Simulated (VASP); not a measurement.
## PbF2: single point with PBE

The system is PbF2.

```xyz
3
Lattice="0.0000 2.9458 2.9458 2.9458 0.0000 2.9458 2.9458 2.9458 0.0000" Properties=species:S:1:pos:R:3 pbc="T T T"
Pb    0.0000    0.0000    0.0000
F     1.4729    1.4729    1.4729
F     4.4187    4.4187    4.4187
```

```json
{"Program": "VASP 6.6.1", "Task": "single point", "Functional": "PBE", "Potentials or basis": "VASP PAW PBE potentials, release 64 (Pb_d, F)", "Cutoff": "520 eV", "k mesh": "3 × 3 × 3", "Occupations": "gaussian, width 0.01 eV", "Spin": "no spin polarisation", "Dipole correction": "no", "Further INCAR settings": "ALGO = Normal; EDIFF = 1e-07; NBANDS = 21"}
```

```json
{"Pressure": "4.0 GPa", "Band gap on the k mesh": "4.67 eV (least direct gap 5.21 eV)"}
```

Levels at points of the mesh, in eV from the valence-band top:
```tsv
k point	band 10	band 11	band 12	band 13	band 14	band 15	band 16	band 17	band 18	band 19
(0.00, 0.00, 0.00)	-2.56	-2.56	-2.06	-2.06	-2.06	6.82	6.82	6.82	10.72	15.21
```

It took 10 s on 1 thread of AMD EPYC 7R43 64-Core Processor (Zen 3) (shared host), peak memory 0.14 GiB.

Caveat: the k points lie up to 0.62 Å⁻¹ apart; spin-orbit coupling is left out, which moves the levels of the heavy elements; an odd mesh through Γ misses points on the zone boundary, where band edges can lie.
